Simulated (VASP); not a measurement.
A run of VASP 6.6.1:

The input INCAR:

```
SYSTEM = Bi
PREC = Accurate
ENCUT = 520
EDIFF = 1E-6
ISMEAR = 0
SIGMA = 0.15
LREAL = .FALSE.
LASPH = .TRUE.
NELM = 100
ALGO = Fast
ISIF = 2
LWAVE = .FALSE.
LCHARG = .FALSE.
GGA = PS
NBANDS = 22
```

Contents of KPOINTS:

```
regular mesh
0
G
  12 12 4
  0 0 0
```

POSCAR

```
Bi
1.0
    4.5390002997      0.0000000000      0.0000000000
   -2.2695001499      3.9898529108      0.0000000000
    0.0000000000      0.0000000000     11.8290000000
Bi
2
Direct
    0.3333333333      0.6666666667      0.2500000000
    0.6666666667      0.3333333333      0.7500000000
```

Potentials or basis: VASP PAW PBE potentials, release 64 (Bi_d).

The run is started by

```bash
$ cat potpaw_PBE.64/Bi_d/POTCAR > POTCAR
$ mpirun -np 1 vasp_std > vasp.out
```

Hardware: 1 thread of Intel(R) Xeon(R) 6975P-C (Granite Rapids), with other jobs on the host.

Problem. Estimate the wall time of this run.

Solution. Run time: 4.7 min on 1 thread of Intel(R) Xeon(R) 6975P-C (Granite Rapids), with other jobs on the host, peak memory 0.66 GiB. Counts: scf iterations 14, k points 129.
